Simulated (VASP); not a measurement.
A run of VASP 6.6.1 is set up as follows.

The input INCAR:

```
SYSTEM = Sn
PREC = Accurate
ENCUT = 520
EDIFF = 1E-7
ISMEAR = 0
SIGMA = 0.15
LREAL = .False.
LASPH = .True.
NELM = 100
ALGO = Fast
ISIF = 2
LWAVE = .False.
LCHARG = .False.
GGA = PE
NBANDS = 21
```

The input KPOINTS:

```
regular mesh
0
Gamma
  12 12 12
  0 0 0
```

Contents of POSCAR:

```
Sn
1.0
    0.0000000000      3.3105120000      3.2456000000
    3.2456000000      0.0000000000      3.2456000000
    3.2456000000      3.3105120000      0.0000000000
Sn
2
Direct
    0.5000000000      0.5000000000      0.5000000000
    0.7500000000      0.7500000000      0.7500000000
```

Potentials or basis: VASP PAW PBE potentials, release 64 (Sn_d).

Run with:

```bash
$ cat potpaw_PBE.64/Sn_d/POTCAR > POTCAR
$ mpirun -np 1 vasp_std > vasp.out
```

Problem. What does it give for the band gap on the k mesh?

Solution. Zero (bands 14 and 15 overlap by 0.18 eV).

Problem. Predict the pressure.

Solution. 2.2 GPa.

Stress tensor (GPa, compression positive):
```
2.39 0.00 0.00
0.00 1.80 0.00
0.00 0.00 2.39
```

Caveat: the cell differs from its parent crystal (strain +0.0200 x Voigt [0, 1, 0, 0, 0, 0]); spin-orbit coupling is left out, which moves the levels of the heavy elements.
